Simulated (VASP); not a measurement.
# CdS (F-43m) in VASP: notebook

Runs on CdS. Level: LDA. Tasks: G0W0 quasiparticle levels.

Everything below comes from runs of VASP 6.6.1. Logs are shortened: lines on timing, memory, paths and dates and some standing lists are left out, and cuts for length are marked.

## Step 1: The cell of the first run

Symmetry: F-43m, No. 216, cubic system. The conventional cell has a = 5.878 Å, b = 5.878 Å, c = 5.878 Å, α = 90.00°, β = 90.00°, γ = 90.00°. Cd (site symmetry -43m) has 4 S at 2.55 Å within 3.4 Å. S (site symmetry -43m) has 4 Cd at 2.55 Å within 3.4 Å.

## Step 2: G0W0 quasiparticle levels, LDA

The input, POSCAR:

```
CdS
1.0
    0.0000000000      2.9392138883      2.9392138883
    2.9392138883      0.0000000000      2.9392138883
    2.9392138883      2.9392138883      0.0000000000
Cd S
1 1
Direct
    0.0000000000      0.0000000000      0.0000000000
    0.2500000000      0.2500000000      0.2500000000
```

The input, INCAR.step1:

```
PREC = Accurate ; ENCUT = 500
EDIFF = 1E-8 ; ISMEAR = 0
SIGMA = 0.01 ; LREAL = F
LASPH = T ; NELM = 80
ALGO = Normal ; LWAVE = T
LCHARG = F
```

The input, INCAR.step2:

```
PREC = Accurate ; ENCUT = 500
EDIFF = 1E-8 ; ISMEAR = 0
SIGMA = 0.01 ; LREAL = F
LASPH = T ; NELM = 1
ALGO = Exact ; LWAVE = T
LCHARG = F ; NBANDS = 69
LOPTICS = T ; ISTART = 1
```

The input, INCAR.step3:

```
PREC = Accurate ; ENCUT = 500
EDIFF = 1E-8 ; ISMEAR = 0
SIGMA = 0.01 ; LREAL = F
LASPH = T ; ALGO = EVGW0
LWAVE = F ; LCHARG = F
NELMGW = 1 ; NBANDS = 69
ENCUTGW = 80.0 ; NOMEGA = 96
PRECFOCK = Fast ; ISTART = 1
NBANDSGW = 17 ; OMEGAMAX = 30
```

The input, KPOINTS:

```
Automatic mesh
0
Gamma
  4 4 4
```

Potentials or basis: VASP PAW LDA potentials, release 64 (Cd_GW, S_GW).

The run is started by

```sh
> cat potpaw_LDA.64/Cd_GW/POTCAR potpaw_LDA.64/S_GW/POTCAR > POTCAR
> cp INCAR.step1 INCAR
> mpirun -np 1 vasp_std > vasp.out
> cp INCAR.step2 INCAR
> mpirun -np 1 vasp_std > vasp.out
> cp INCAR.step3 INCAR
> mpirun -np 1 vasp_std > vasp.out
```

OUTCAR:

```text
PREC = Accurate
   ENCUT = 500
   EDIFF = 1E-8
   ISMEAR = 0
   LREAL = F
   LASPH = T
   NELMGW = 1
   ENCUTGW = 80.0
   PRECFOCK = Fast
   ISTART = 1

 ion  position               nearest neighbor table
   1  0.000  0.000  0.000-   2 2.55   2 2.55   2 2.55   2 2.55
   2  0.250  0.250  0.250-   1 2.55   1 2.55   1 2.55   1 2.55

  LATTYP: Found a face centered cubic cell.
 ALAT       =     5.8784277766

  Lattice vectors:

 A1 = (   0.0000000000,   2.9392138883,   2.9392138883)
 A2 = (   2.9392138883,   0.0000000000,   2.9392138883)
 A3 = (   2.9392138883,   2.9392138883,   0.0000000000)

Analysis of symmetry for initial positions (statically):
=====================================================================
 Subroutine PRICEL returns:
 Original cell was already a primitive cell.

 Routine SETGRP: Setting up the symmetry group for a
 face centered cubic supercell.

 Subroutine GETGRP returns: Found 24 space group operations
 (whereof 24 operations were pure point group operations)
 out of a pool of 48 trial point group operations.

The static configuration has the point symmetry T_d .

Analysis of symmetry for dynamics (positions and initial velocities):
=====================================================================
 Subroutine PRICEL returns:
 Original cell was already a primitive cell.

 Routine SETGRP: Setting up the symmetry group for a
 face centered cubic supercell.

 Subroutine GETGRP returns: Found 24 space group operations
 (whereof 24 operations were pure point group operations)
 out of a pool of 48 trial point group operations.

The dynamic configuration has the point symmetry T_d .

 Subroutine INISYM returns: Found 24 space group operations
 (whereof 24 operations are pure point group operations),
 and found     1 'primitive' translations

----------------------------------------------------------------------------------------

                                     Primitive cell

  volume of cell :      50.7836

  direct lattice vectors                    reciprocal lattice vectors
     0.000000000  2.939213888  2.939213888    -0.170113513  0.170113513  0.170113513
     2.939213888  0.000000000  2.939213888     0.170113513 -0.170113513  0.170113513
     2.939213888  2.939213888  0.000000000     0.170113513  0.170113513 -0.170113513

  length of vectors
     4.156676144  4.156676144  4.156676144     0.294645248  0.294645248  0.294645248

  position of ions in fractional coordinates (direct lattice)
     0.000000000  0.000000000  0.000000000
     0.250000000  0.250000000  0.250000000

  ion indices of the primitive-cell ions
   primitive index   ion index
                 1           1
                 2           2

----------------------------------------------------------------------------------------

 KPOINTS: Automatic mesh

Automatic generation of k-mesh.
 Grid dimensions read from file:
 generate k-points for:    4    4    4

 Generating k-lattice:

  Cartesian coordinates                     Fractional coordinates (reciprocal lattice)
    -0.042528378  0.042528378  0.042528378     0.250000000  0.000000000  0.000000000
     0.042528378 -0.042528378  0.042528378     0.000000000  0.250000000  0.000000000
     0.042528378  0.042528378 -0.042528378     0.000000000  0.000000000  0.250000000

  Length of vectors
     0.073661312  0.073661312  0.073661312

  Shift w.r.t. Gamma in fractional coordinates (k-lattice)
     0.000000000  0.000000000  0.000000000

 Subroutine IBZKPT returns following result:
 ===========================================

 Found      8 irreducible k-points:

 Following reciprocal coordinates:
            Coordinates               Weight
  0.000000  0.000000  0.000000      1.000000
  0.250000  0.000000  0.000000      8.000000
  0.500000  0.000000  0.000000      4.000000
  0.250000  0.250000  0.000000      6.000000
  0.500000  0.250000  0.000000     24.000000
 -0.250000  0.250000  0.000000     12.000000
  0.500000  0.500000  0.000000      3.000000
 -0.250000  0.500000  0.250000      6.000000
   k-points           NKPTS =      8   k-points in BZ     NKDIM =     64   number of bands    NBANDS=     69
   number of dos      NEDOS =    301   number of ions     NIONS =      2
   total plane-waves  NPLWV =  27000
   dimension x,y,z NGX =    30 NGY =   30 NGZ =   30
   dimension x,y,z NGXF=    60 NGYF=   60 NGZF=   60
   ions per type =               1   1
   NGX,Y,Z   is equivalent  to a cutoff of  12.00, 12.00, 12.00 a.u.
   NGXF,Y,Z  is equivalent  to a cutoff of  24.00, 24.00, 24.00 a.u.
 SYSTEM =  unknown system
   PREC   = accura    normal or accurate (medium, high low for compatibility)
   ISTART =      1    job   : 0-new  1-cont  2-samecut
   ICHARG =      0    charge: 1-file 2-atom 10-const
   ISPIN  =      1    spin polarized calculation?
   LNONCOLLINEAR =      F non collinear calculations
   LSORBIT =      F    spin-orbit coupling
   LASPH  =      T    aspherical Exc in radial PAW
   ENCUT  =  500.0 eV  36.75 Ry    6.06 a.u.   7.58  7.58  7.58*2*pi/ulx,y,z
   NELM   =     60;   NELMIN=  2; NELMDL=  0     # of ELM steps
   EDIFF  = 0.1E-07   stopping-criterion for ELM
   LREAL  =      F    real-space projection
   EDIFFG = 0.1E-06   stopping-criterion for IOM
   NSW    =      0    number of steps for IOM
   IBRION =     -1    ionic relax: 0-MD 1-quasi-New 2-CG
   NFREE  =      0    steps in history (QN), initial steepest desc. (CG)
   ISIF   =      0    stress and relaxation
   ISYM   =      3    0-nonsym 1-usesym 2-fastsym
   POTIM  = 0.5000    time-step for ionic-motion
   TEBEG  =    0.0;   TEEND  =   0.0 temperature during run
   PSTRESS=    0.0 pullay stress
   NELECT =      18.0000    total number of electrons
   NUPDOWN=      -1.0000    fix difference up-down
   EMIN   =  10.00;   EMAX   =-10.00  energy-range for DOS
   EFERMI =   0.00;   METHOD = LEGACY
   ISMEAR =     0;   SIGMA  =   0.01  broadening in eV -4-tet -1-fermi 0-gaus
   EFERMI_NEDOS =   21; number of points for ismear=-14 and -15
   IALGO  =     38    algorithm
   IMIX   =      4    mixing-type and parameters
     AMIX     =   0.40;   BMIX     =  1.00
     AMIX_MAG =   1.60;   BMIX_MAG =  1.00
  volume/ion in A,a.u.               =      25.39       171.35
  Fermi-wavevector in a.u.,A,eV,Ry     =   1.158576  2.189391 18.263073  1.342298
  Thomas-Fermi vector in A             =   2.295177
   LORBIT       =      0    0 simple, 1 ext, 2 COOP (PROOUT), +10 PAW based schemes
   GGA     = CA    functional components
   LHFCALC =     T    Hartree Fock is set to
   PRECFOCK=fast      Normal, Fast or Accurate (Low or Medium for compatibility)
   ENCUT4O =  -1.0   cutoff for four orbital integrals eV
   NKREDX  =     1    reduce k-point grid by
   NKREDY  =     1    reduce k-point grid by
   NKREDZ  =     1    reduce k-point grid by
   AEXX    =    1.0000 exact exchange contribution
   HFSCREEN=    0.0000 screening length (either q_TF or 0.3 A-1)
   HFSCREENC=   0.0000 screening length for correlation (either q_TF or 0.3 A-1)
   ENCUTFOCK=  -1.0 apply spherical cutoff to Coloumb kernel
   IVDW    =     0    specifies the selected vdW correction
   LEPSILON=     F    determine dielectric tensor
   LRPA    =     F    only Hartree local field effects (RPA)
   LRPAFORCE           =     F    calculate RPA forces
   ENCUTGW             =  80.0    cutoff for response function in eV
   ENCUTGWSOFT         =  64.0    soft cutoff for Coulomb kernel in GW response function in eV
   ENCUTLF             =  -1.0    cutoff for local field effects
   NELMGW              =     1    number of iterations in solving QP/BSE equation
   NELMHF              =     1    number of iterations in the inner HF iteration
   NKREDLFX            =     1    NKREDLFY  =   1   NKREDLFZ  =   1
 non-spin polarized calculation
 Gauss-broadening in eV      SIGMA  =   0.01
  energy-cutoff  :      500.00
  volume of cell :       50.78
 maximum number of plane-waves:      1308
  NGX = 18; NGY = 18; NGZ = 18
   NGX = 15   NGY = 15   NGZ = 15
 maximum number of plane-waves:        92
 NGX is ok and might be reduce to    14

 QP shifts <psi_nk| G(iteration)W_0 |psi_nk>: iteration 1
 for sc-GW calculations column KS-energies equals QP-energies in previous step
 and V_xc(KS)=  KS-energies - (<T + V_ion + V_H > + <T+V_H+V_ion>^1  + <V_x>^1)

 k-point   1 :       0.0000    0.0000    0.0000
  band No.  KS-energies  QP-energies   sigma(KS)   V_xc(KS)     V^pw_x(r,r')   Z            occupation Imag(sigma)

      1      -9.9890     -10.0287     -13.1060     -13.0404     -20.7960       0.6050       2.0000       1.1105
      2      -5.4915      -6.6949     -16.9639     -15.2256     -22.8665       0.6923       2.0000       0.0595
      3      -5.4915      -6.6949     -16.9639     -15.2256     -22.8665       0.6923       2.0000       0.0595
      4      -5.4915      -6.6949     -16.9639     -15.2256     -22.8665       0.6923       2.0000       0.0595
      5      -5.0403      -6.3461     -17.3954     -15.5257     -23.1769       0.6984       2.0000      -0.0049
      6      -5.0403      -6.3461     -17.3954     -15.5257     -23.1769       0.6984       2.0000      -0.0049
[... 9 lines left out ...]
     16      13.4992      14.3627      -9.6862     -10.8569      -4.8548       0.7375       0.0000      -0.3220
     17      15.1349      15.5254      -7.2047      -7.7244      -2.1073       0.7514       0.0000      -0.4931

 k-point   2 :       0.2500    0.0000    0.0000
  band No.  KS-energies  QP-energies   sigma(KS)   V_xc(KS)     V^pw_x(r,r')   Z            occupation Imag(sigma)

      1      -9.7770      -9.8434     -13.4012     -13.2946     -21.0172       0.6227       2.0000       1.0808
      2      -5.4241      -6.6415     -17.0377     -15.2816     -22.9271       0.6933       2.0000       0.0534
      3      -5.4241      -6.6415     -17.0377     -15.2816     -22.9271       0.6933       2.0000       0.0534
      4      -5.2560      -6.4308     -16.7575     -15.0680     -22.5702       0.6954       2.0000       0.0833
      5      -5.0365      -6.3498     -17.3999     -15.5268     -23.1821       0.7011       2.0000      -0.0059
      6      -5.0365      -6.3498     -17.3999     -15.5268     -23.1821       0.7011       2.0000      -0.0059
[... 9 lines left out ...]
     16      13.1138      13.5226      -7.0071      -7.5479      -2.1146       0.7560       0.0000      -0.3771
     17      16.7103      17.4635      -8.0569      -9.0464      -2.6564       0.7612       0.0000      -0.6701

 k-point   3 :       0.5000    0.0000    0.0000
  band No.  KS-energies  QP-energies   sigma(KS)   V_xc(KS)     V^pw_x(r,r')   Z            occupation Imag(sigma)
[... 85 lines left out ...]
      1      -9.4343      -9.5546     -13.9600     -13.7733     -21.4724       0.6443       2.0000       1.0042
      2      -5.2909      -6.5325     -16.8047     -15.0233     -22.5398       0.6970       2.0000       0.0504
      3      -5.1624      -6.4397     -17.3775     -15.5600     -23.2495       0.7028       2.0000       0.0196
      4      -5.1624      -6.4397     -17.3775     -15.5600     -23.2495       0.7028       2.0000       0.0196
      5      -4.9576      -6.2841     -17.5012     -15.6134     -23.2927       0.7027       2.0000      -0.0116
      6      -4.6102      -5.7659     -17.0169     -15.3667     -22.7886       0.7003       2.0000       0.0828
[... 9 lines left out ...]
     16      15.2889      16.2549      -9.8773     -11.1741      -4.6549       0.7449       0.0000      -0.5080
     17      15.2889      16.2549      -9.8773     -11.1741      -4.6549       0.7449       0.0000      -0.5080

 k-point   8 :      -0.2500    0.5000    0.2500
  band No.  KS-energies  QP-energies   sigma(KS)   V_xc(KS)     V^pw_x(r,r')   Z            occupation Imag(sigma)

      1      -9.4360      -9.5550     -13.9577     -13.7729     -21.4749       0.6438       2.0000       0.9998
      2      -5.2714      -6.5131     -17.0364     -15.2559     -22.8528       0.6974       2.0000       0.0426
      3      -5.2568      -6.5243     -17.2510     -15.4414     -23.1256       0.7004       2.0000       0.0358
      4      -5.0791      -6.3920     -17.4045     -15.5398     -23.2159       0.7041       2.0000       0.0028
      5      -5.0325      -6.3385     -17.3493     -15.4855     -23.1271       0.7007       2.0000       0.0008
      6      -4.4310      -5.6077     -17.3409     -15.6688     -23.1332       0.7037       2.0000       0.0626
[... 9 lines left out ...]
     16      15.1654      16.2381     -10.3975     -11.8480      -5.0639       0.7396       0.0000      -0.5501
     17      15.2853      16.2614      -9.6290     -10.9467      -4.2433       0.7408       0.0000      -0.5182
```

Wall time 3.1 min (1 thread of AMD EPYC 7R13 (Zen 3), shared host); peak memory 0.51 GiB.

What came out:

| Quantity | Value |
| --- | --- |
| Quasiparticle gap | 1.70 eV |
| Least direct quasiparticle gap | 1.70 eV |
| Band gap of the starting levels on the mesh | 0.82 eV |
| Least direct gap of the starting levels on the mesh | 0.82 eV |

Caveat: the k points lie up to 0.46 Å⁻¹ apart; bands, screening cutoff and mesh are small and nothing is extrapolated, so the quasiparticle values aren't converged.

## Step 3: G0W0 quasiparticle levels, LDA

POSCAR is that of step 2.

The input, INCAR.step1:

```
SYSTEM = CdS
ALGO = Normal ; EDIFF = 1E-8
ENCUT = 500 ; ISMEAR = 0
LASPH = .True. ; LCHARG = .False.
LREAL = .False. ; LWAVE = .True.
NELM = 80 ; PREC = Accurate
SIGMA = 0.01
```

The input, INCAR.step2:

```
SYSTEM = CdS
ALGO = Exact ; EDIFF = 1E-8
ENCUT = 500 ; ISMEAR = 0
ISTART = 1 ; LASPH = .True.
LCHARG = .False. ; LOPTICS = .True.
LREAL = .False. ; LWAVE = .True.
NBANDS = 159 ; NELM = 1
PREC = Accurate ; SIGMA = 0.01
```

The input, INCAR.step3:

```
SYSTEM = CdS
ALGO = EVGW0 ; EDIFF = 1E-8
ENCUT = 500 ; ENCUTGW = 100.0
ISMEAR = 0 ; ISTART = 1
LASPH = .True. ; LCHARG = .False.
LREAL = .False. ; LWAVE = .False.
NBANDS = 159 ; NBANDSGW = 17
NELMGW = 1 ; NOMEGA = 96
OMEGAMAX = 20 ; PREC = Accurate
PRECFOCK = Fast ; SIGMA = 0.01
```

The input, KPOINTS:

```
k-points
0
Gamma
  4 4 4
  0 0 0
```

Potentials or basis: VASP PAW LDA potentials, release 64 (Cd_GW, S_GW).

The run is started by

```sh
> cat potpaw_LDA.64/Cd_GW/POTCAR potpaw_LDA.64/S_GW/POTCAR > POTCAR
> cp INCAR.step1 INCAR
> mpirun -np 1 vasp_std > vasp.out
> cp INCAR.step2 INCAR
> mpirun -np 1 vasp_std > vasp.out
> cp INCAR.step3 INCAR
> mpirun -np 1 vasp_std > vasp.out
```

OUTCAR:

```text
SYSTEM = CdS
   EDIFF = 1E-8
   ENCUT = 500
   ENCUTGW = 100.0
   ISMEAR = 0
   ISTART = 1
   LASPH = .True.
   LREAL = .False.
   NELMGW = 1
   PREC = Accurate
   PRECFOCK = Fast

 ion  position               nearest neighbor table
   1  0.000  0.000  0.000-   2 2.55   2 2.55   2 2.55   2 2.55
   2  0.250  0.250  0.250-   1 2.55   1 2.55   1 2.55   1 2.55

  LATTYP: Found a face centered cubic cell.
 ALAT       =     5.8784277766

  Lattice vectors:

 A1 = (   0.0000000000,   2.9392138883,   2.9392138883)
 A2 = (   2.9392138883,   0.0000000000,   2.9392138883)
 A3 = (   2.9392138883,   2.9392138883,   0.0000000000)

Analysis of symmetry for initial positions (statically):
=====================================================================
 Subroutine PRICEL returns:
 Original cell was already a primitive cell.

 Routine SETGRP: Setting up the symmetry group for a
 face centered cubic supercell.

[... 123 lines left out ...]
  Fermi-wavevector in a.u.,A,eV,Ry     =   1.158576  2.189391 18.263073  1.342298
  Thomas-Fermi vector in A             =   2.295177
   LORBIT       =      0    0 simple, 1 ext, 2 COOP (PROOUT), +10 PAW based schemes
   GGA     = CA    functional components
   LHFCALC =     T    Hartree Fock is set to
   PRECFOCK=fast      Normal, Fast or Accurate (Low or Medium for compatibility)
   ENCUT4O =  -1.0   cutoff for four orbital integrals eV
   NKREDX  =     1    reduce k-point grid by
   NKREDY  =     1    reduce k-point grid by
   NKREDZ  =     1    reduce k-point grid by
   AEXX    =    1.0000 exact exchange contribution
   HFSCREEN=    0.0000 screening length (either q_TF or 0.3 A-1)
   HFSCREENC=   0.0000 screening length for correlation (either q_TF or 0.3 A-1)
   ENCUTFOCK=  -1.0 apply spherical cutoff to Coloumb kernel
   IVDW    =     0    specifies the selected vdW correction
   LEPSILON=     F    determine dielectric tensor
   LRPA    =     F    only Hartree local field effects (RPA)
   LRPAFORCE           =     F    calculate RPA forces
   ENCUTGW             = 100.0    cutoff for response function in eV
   ENCUTGWSOFT         =  80.0    soft cutoff for Coulomb kernel in GW response function in eV
   ENCUTLF             =  -1.0    cutoff for local field effects
   NELMGW              =     1    number of iterations in solving QP/BSE equation
   NELMHF              =     1    number of iterations in the inner HF iteration
   NKREDLFX            =     1    NKREDLFY  =   1   NKREDLFZ  =   1
 non-spin polarized calculation
 Gauss-broadening in eV      SIGMA  =   0.01
  energy-cutoff  :      500.00
  volume of cell :       50.78
 maximum number of plane-waves:      1308
  NGX = 18; NGY = 18; NGZ = 18
   NGX = 15   NGY = 15   NGZ = 15
 maximum number of plane-waves:       125
 NGX is ok and might be reduce to    14

 QP shifts <psi_nk| G(iteration)W_0 |psi_nk>: iteration 1
 for sc-GW calculations column KS-energies equals QP-energies in previous step
 and V_xc(KS)=  KS-energies - (<T + V_ion + V_H > + <T+V_H+V_ion>^1  + <V_x>^1)

 k-point   1 :       0.0000    0.0000    0.0000
  band No.  KS-energies  QP-energies   sigma(KS)   V_xc(KS)     V^pw_x(r,r')   Z            occupation Imag(sigma)

      1      -9.9890     -10.1543     -13.3222     -13.0404     -20.7960       0.5865       2.0000       0.9934
      2      -5.4915      -7.0407     -17.5065     -15.2256     -22.8665       0.6792       2.0000       0.1757
      3      -5.4915      -7.0407     -17.5065     -15.2256     -22.8665       0.6792       2.0000       0.1757
      4      -5.4915      -7.0407     -17.5065     -15.2256     -22.8665       0.6792       2.0000       0.1757
      5      -5.0403      -6.7245     -17.9700     -15.5257     -23.1769       0.6890       2.0000       0.1144
      6      -5.0403      -6.7245     -17.9700     -15.5257     -23.1769       0.6890       2.0000       0.1144
[... 143 lines left out ...]
      3      -5.2568      -6.8797     -17.8046     -15.4414     -23.1256       0.6867       2.0000       0.1572
      4      -5.0791      -6.7506     -17.9639     -15.5398     -23.2159       0.6895       2.0000       0.1319
      5      -5.0325      -6.7035     -17.9095     -15.4855     -23.1271       0.6893       2.0000       0.1225
      6      -4.4310      -5.9752     -17.9022     -15.6688     -23.1332       0.6914       2.0000       0.1571
[... 9 lines left out ...]
     16      15.1654      15.8561     -10.8906     -11.8480      -5.0639       0.7215       0.0000      -0.5038
     17      15.2853      15.9306     -10.0498     -10.9467      -4.2433       0.7195       0.0000      -0.4681
```

Wall time 3.6 min (1 thread of AMD EPYC 9R45 (Zen 5), shared host); peak memory 0.52 GiB.

What came out:

```yaml
Quasiparticle_gap: 1.68 eV
Least_direct_quasiparticle_gap: 1.68 eV
Band_gap_of_the_starting_levels_on_the_mesh: 0.82 eV
Least_direct_gap_of_the_starting_levels_on_the_mesh: 0.82 eV
```

Caveat: the k points lie up to 0.46 Å⁻¹ apart; bands, screening cutoff and mesh are small and nothing is extrapolated, so the quasiparticle values aren't converged.
